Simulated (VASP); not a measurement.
Set up this calculation in VASP 6.6.1, as the native input.

- Task: single point
- Functional: PBE
- Potentials or basis: VASP PAW PBE potentials, release 64 (Re, Sb)
- Cutoff: 520 eV
- k mesh: 12 × 12 × 12
- Occupations: fermi-dirac, width 0.08 eV
- Spin: no spin polarisation
- Dipole correction: no
- Further INCAR settings: ALGO = Normal; EDIFF = 1e-07; NBANDS = 13

The structure of ReSb (zincblende type) lies in POSCAR:

```
ReSb
1.0
    0.0000000000      2.7498431179      2.7498431179
    2.7498431179      0.0000000000      2.7498431179
    2.7498431179      2.7498431179      0.0000000000
Re Sb
1 1
Direct
    0.0000000000      0.0000000000      0.0000000000
    0.2500000000      0.2500000000      0.2500000000
```

These files were run (other wordings do the same):

INCAR

```
ALGO = Normal
EDIFF = 1E-7
ENCUT = 520
GGA = PE
ISIF = 2
ISMEAR = -1
LASPH = True
LCHARG = False
LREAL = False
LWAVE = False
NBANDS = 13
NELM = 80
PREC = Accurate
SIGMA = 0.08
```

KPOINTS

```
k-points
0
Gamma
  12 12 12
```

Potentials or basis: VASP PAW PBE potentials, release 64 (Re, Sb).

The run is started by

```bash
$ cat potpaw_PBE.64/Re/POTCAR potpaw_PBE.64/Sb/POTCAR > POTCAR
$ mpirun -np 1 vasp_std > vasp.out
```

Results of the run:

```
Pressure : 48.9 GPa
```

Caveat: the cell stands under pressure.

Wall time 81 s on 1 thread of Intel Xeon 8259CL (shared host), peak memory 0.2 GiB.
